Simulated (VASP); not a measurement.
# TlF in VASP: single point with PBE

Aim: the single point of TlF with PBE.

All numbers are computed with VASP 6.6.1; they aren't measurements. Logs are shortened: lines on timing, memory, paths and dates and some standing lists are left out, and cuts for length are marked.

## Step 1: The cell of the first run

The cell holds a molecule in a box, 2 atoms: a = 9.000 Å, b = 9.000 Å, c = 11.100 Å, α = 90.00°, β = 90.00°, γ = 90.00°.

## Step 2: Single point, PBE, non-collinear spin, zero start, spin-orbit coupling

INCAR

```
  PREC = Accurate
  ENCUT = 1010
  EDIFF = 1E-6
  ISMEAR = 0
  SIGMA = 0.01
  LREAL = F
  LASPH = T
  NELM = 200
  ALGO = Normal
  ISIF = 2
  LWAVE = F
  LCHARG = F
  MAGMOM = 0 0 0 0 0 0
  LORBIT = 11
  LSORBIT = T
  GGA_COMPAT = F
  LORBMOM = T
  GGA = PE
  NBANDS = 32
  NELMDL = -8
```

KPOINTS

```
regular mesh
0
Gamma
  1 1 1
```

POSCAR

```
TlF
1.0
    9.0000000000      0.0000000000      0.0000000000
    0.0000000000      9.0000000000      0.0000000000
    0.0000000000      0.0000000000     11.1000000000
Tl F
1 1
Direct
    0.5000000000      0.5000000000      0.4054054100
    0.5000000000      0.5000000000      0.5949982000
```

Potentials or basis: VASP PAW PBE potentials, release 64 (Tl_d, F_h).

Started as:

```sh
> cat potpaw_PBE.64/Tl_d/POTCAR potpaw_PBE.64/F_h/POTCAR > POTCAR
> mpirun -np 1 vasp_ncl > vasp.out
```

OUTCAR:

```text
PREC = Accurate
   ENCUT = 1010
   EDIFF = 1E-6
   ISMEAR = 0
   LREAL = F
   LASPH = T
   NELM = 200
   ISIF = 2
   LORBIT = 11
   LSORBIT = T
   GGA = PE
   NELMDL = -8

 ion  position               nearest neighbor table
   1  0.500  0.500  0.405-   2 2.10
   2  0.500  0.500  0.595-   1 2.10

  LATTYP: Found a simple tetragonal cell.
 ALAT       =     9.0000000000
 C/A-ratio  =     1.2333333333

  Lattice vectors:

 A1 = (   9.0000000000,   0.0000000000,   0.0000000000)
 A2 = (   0.0000000000,   9.0000000000,   0.0000000000)
 A3 = (   0.0000000000,   0.0000000000,  11.1000000000)

Analysis of symmetry for initial positions (statically):
=====================================================================
 Subroutine PRICEL returns:
 Original cell was already a primitive cell.

 Routine SETGRP: Setting up the symmetry group for a
 simple tetragonal supercell.

 Subroutine GETGRP returns: Found  8 space group operations
 (whereof  8 operations were pure point group operations)
 out of a pool of 16 trial point group operations.

The static configuration has the point symmetry C_4v.

Analysis of symmetry for dynamics (positions and initial velocities):
=====================================================================
 Subroutine PRICEL returns:
 Original cell was already a primitive cell.

 Routine SETGRP: Setting up the symmetry group for a
 simple tetragonal supercell.

 Subroutine GETGRP returns: Found  8 space group operations
 (whereof  8 operations were pure point group operations)
 out of a pool of 16 trial point group operations.

The dynamic configuration has the point symmetry C_4v.

Analysis of structural, dynamic, and magnetic symmetry:
=====================================================================
 Subroutine PRICEL returns:
 Original cell was already a primitive cell.

 Routine SETGRP: Setting up the symmetry group for a
 simple tetragonal supercell.

 Subroutine GETGRP returns: Found  8 space group operations
 (whereof  8 operations were pure point group operations)
 out of a pool of 16 trial point group operations.

The overall configuration has the point symmetry C_4v.

[... 190 lines left out ...]
 -----------------------------------------------------------------------------------
      4.50000      4.50000      4.50000         0.000000      0.000000     -0.305776
      4.50000      4.50000      6.60448         0.000000      0.000000      0.305776
 -----------------------------------------------------------------------------------
    total drift:                                0.000000      0.000000      0.000570

  FREE ENERGIE OF THE ION-ELECTRON SYSTEM (eV)
  ---------------------------------------------------
  free  energy   TOTEN  =        -6.6455321653 eV

  energy  without entropy=       -6.6455321653  energy(sigma->0) =       -6.64553217

 orbital moment (x)

 # of ion     p       d       tot
 ----------------------------------------
  1         0.000   0.000   0.000
  2         0.000   0.000   0.000
 ----------------------------------------
            0.000   0.000   0.000

 orbital moment (y)

 # of ion     p       d       tot
 ----------------------------------------
  1         0.000   0.000   0.000
  2         0.000   0.000   0.000
 ----------------------------------------
            0.000   0.000   0.000

 orbital moment (z)

 # of ion     p       d       tot
 ----------------------------------------
  1         0.000   0.000   0.000
  2         0.000   0.000   0.000
 ----------------------------------------
            0.000   0.000   0.000

 Spin-Orbit-Coupling matrix elements

 Ion:    1  E_soc:     -0.4371991
 l=   1
     0.0000000    -0.0316489    -0.0111224
    -0.0316489     0.0000000    -0.0316489
    -0.0111224    -0.0316489     0.0000000
 l=   2
     0.0000000    -0.0096704     0.0000000    -0.0096704    -0.0389766
    -0.0096704     0.0000000    -0.0284949    -0.0095310    -0.0096706
     0.0000000    -0.0284949     0.0000000    -0.0284949     0.0000000
    -0.0096704    -0.0095310    -0.0284949     0.0000000    -0.0096706
    -0.0389766    -0.0096706     0.0000000    -0.0096706     0.0000000
 l=   3
     0.0000000     0.0000000     0.0000000     0.0000000     0.0000000     0.0000000     0.0000000
     0.0000000     0.0000000     0.0000000     0.0000000     0.0000000     0.0000000     0.0000000
     0.0000000     0.0000000     0.0000000     0.0000000     0.0000000     0.0000000     0.0000000
     0.0000000     0.0000000     0.0000000     0.0000000     0.0000000     0.0000000     0.0000000
     0.0000000     0.0000000     0.0000000     0.0000000     0.0000000     0.0000000     0.0000000
     0.0000000     0.0000000     0.0000000     0.0000000     0.0000000     0.0000000     0.0000000
     0.0000000     0.0000000     0.0000000     0.0000000     0.0000000     0.0000000     0.0000000

 Ion:    2  E_soc:     -0.0020018
 l=   1
     0.0000000    -0.0005740     0.0001470
    -0.0005740     0.0000000    -0.0005740
     0.0001470    -0.0005740     0.0000000
 l=   2
     0.0000000     0.0000000     0.0000000     0.0000000     0.0000000
     0.0000000     0.0000000     0.0000000     0.0000000     0.0000000
     0.0000000     0.0000000     0.0000000     0.0000000     0.0000000
     0.0000000     0.0000000     0.0000000     0.0000000     0.0000000
     0.0000000     0.0000000     0.0000000     0.0000000     0.0000000
 l=   3
     0.0000000     0.0000000     0.0000000     0.0000000     0.0000000     0.0000000     0.0000000
     0.0000000     0.0000000     0.0000000     0.0000000     0.0000000     0.0000000     0.0000000
     0.0000000     0.0000000     0.0000000     0.0000000     0.0000000     0.0000000     0.0000000
     0.0000000     0.0000000     0.0000000     0.0000000     0.0000000     0.0000000     0.0000000
     0.0000000     0.0000000     0.0000000     0.0000000     0.0000000     0.0000000     0.0000000
     0.0000000     0.0000000     0.0000000     0.0000000     0.0000000     0.0000000     0.0000000
     0.0000000     0.0000000     0.0000000     0.0000000     0.0000000     0.0000000     0.0000000

 total charge

# of ion       s       p       d       tot
------------------------------------------
    1        1.244   0.225   9.689  11.158
    2        1.304   3.160   0.000   4.464
--------------------------------------------------
tot          2.548   3.385   9.689  15.621

 magnetization (x)

# of ion       s       p       d       tot
------------------------------------------
    1        0.000   0.000   0.000   0.000
    2        0.000   0.000   0.000   0.000
--------------------------------------------------
tot          0.000   0.000   0.000   0.000

 magnetization (y)

# of ion       s       p       d       tot
------------------------------------------
    1        0.000   0.000   0.000   0.000
    2        0.000   0.000   0.000   0.000
--------------------------------------------------
tot          0.000   0.000   0.000   0.000

 magnetization (z)

# of ion       s       p       d       tot
------------------------------------------
    1       -0.000   0.000   0.000  -0.000
    2        0.000   0.000   0.000   0.000
--------------------------------------------------
tot         -0.000   0.000   0.000  -0.000
```

OSZICAR:

```text
N       E                     dE             d eps       ncg     rms          rms(c)
DAV:   1     0.195113796256E+03    0.19511E+03   -0.71173E+03    72   0.125E+03
DAV:   2     0.568772510828E+02   -0.13824E+03   -0.13520E+03    80   0.206E+02
[... 22 lines left out ...]
DAV:  25    -0.664551764180E+01   -0.70880E-05   -0.28278E-06    56   0.813E-03    0.410E-03
DAV:  26    -0.664552412145E+01   -0.64797E-05   -0.64795E-07    48   0.422E-03    0.198E-03
DAV:  27    -0.664552917294E+01   -0.50515E-05   -0.86294E-07    48   0.376E-03    0.738E-04
DAV:  28    -0.664553025857E+01   -0.10856E-05   -0.19451E-07    48   0.231E-03    0.634E-04
DAV:  29    -0.664553160644E+01   -0.13479E-05   -0.10958E-07    48   0.148E-03    0.662E-04
DAV:  30    -0.664553216530E+01   -0.55886E-06   -0.43698E-08    48   0.147E-03
   1 F= -.66455322E+01 E0= -.66455322E+01  d E =-.390907E-20  mag=    -0.0000    -0.0000    -0.0000
```

Run time: 24 min. Hardware: 1 thread of AMD EPYC 7R13 (Zen 3), shared host; peak memory 5.4 GiB.

What came out:

| Quantity | Value |
| --- | --- |
| Free energy | -6.6455 eV |
| Largest force | 0.306 eV/Å |
| Net moment | 0.00 μB per cell |
| Valence electrons inside the program's atomic spheres | Tl 11.16; F 4.46 |

Forces on the atoms (eV/Å):
```
Tl   0.000  0.000 -0.306
F    0.000  0.000  0.306
```

Moments on the atoms (μB; x, y, z):
```
Tl  0.00 0.00 0.00
F   0.00 0.00 0.00
```
